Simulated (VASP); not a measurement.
A run of VASP 6.6.1:

Contents of INCAR:

```
SYSTEM = TePb
PREC = Accurate ; ENCUT = 600
EDIFF = 1E-7 ; ISMEAR = -1
SIGMA = 0.1 ; LREAL = .False.
LASPH = .True. ; NELM = 60
ALGO = Normal ; ISIF = 3
LWAVE = .False. ; LCHARG = .False.
GGA = PE ; IBRION = 2
NSW = 32 ; EDIFFG = -0.005
PSTRESS = 82.0
```

File KPOINTS:

```
regular mesh
0
Gamma
  11 11 11
  0 0 0
```

The input POSCAR:

```
TePb
1.0
    0.0000000000      3.4134276877      3.4134276877
    3.4134276877      0.0000000000      3.4134276877
    3.4134276877      3.4134276877      0.0000000000
Pb Te
1 1
Direct
    0.0000000000      0.0000000000      0.0000000000
    0.2500000000      0.2500000000      0.2500000000
```

Potentials or basis: VASP PAW PBE potentials, release 64 (Pb_d, Te).

The run is started by

```sh
$ cat potpaw_PBE.64/Pb_d/POTCAR potpaw_PBE.64/Te/POTCAR > POTCAR
$ mpirun -np 1 vasp_std > vasp.out
```

Hardware: 1 thread of Intel Xeon 8259CL (shared host).

Question: Estimate the wall time of this run.

Answer: Run time: 4.8 min on 1 thread of Intel Xeon 8259CL (shared host), peak memory 0.3 GiB. Counts: scf iterations 28, k points 56, ion steps 3.
